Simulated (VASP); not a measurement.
SiC, 2 atoms in the cell. It takes space group Cmmm (No. 65, orthorhombic). Conventional cell: a = 3.599 Å, b = 4.321 Å, c = 3.653 Å, α = 90.00°, β = 90.00°, γ = 90.00°. Within 3.4 Å of Si (site symmetry mmm) lie 8 C at 2.56 to 2.83 Å and 4 Si at 2.81 Å. C (site symmetry mmm) has 8 Si at 2.56 to 2.83 Å and 4 C at 2.81 Å within 3.4 Å. The cell was generated, and may not be a known phase.

* Program: VASP 6.6.1
* Task: single point
* Functional: PBE
* Potentials or basis: VASP PAW PBE potentials, release 64 (Si, C)
* Cutoff: 520 eV
* k mesh: 6 × 6 × 6
* Occupations: gaussian, width 0.1 eV
* Spin: no spin polarisation
* Dipole correction: no
* Further INCAR settings: ALGO = Normal; EDIFF = 1e-06; NBANDS = 11

Potentials or basis: VASP PAW PBE potentials, release 64 (Si, C).

Command:

```bash
$ cat potpaw_PBE.64/Si/POTCAR potpaw_PBE.64/C/POTCAR > POTCAR
$ mpirun -np 1 vasp_std > vasp.out
```

Hardware: 1 thread of Intel(R) Xeon(R) Platinum 8375C CPU @ 2.90GHz (Ice Lake) (shared host).

Problem. How long does it take, and how much memory?

Solution. Run time: 16 s on 1 thread of Intel(R) Xeon(R) Platinum 8375C CPU @ 2.90GHz (Ice Lake), with other jobs on the host, peak memory 0.14 GiB. Counts: scf iterations 12, k points 52.
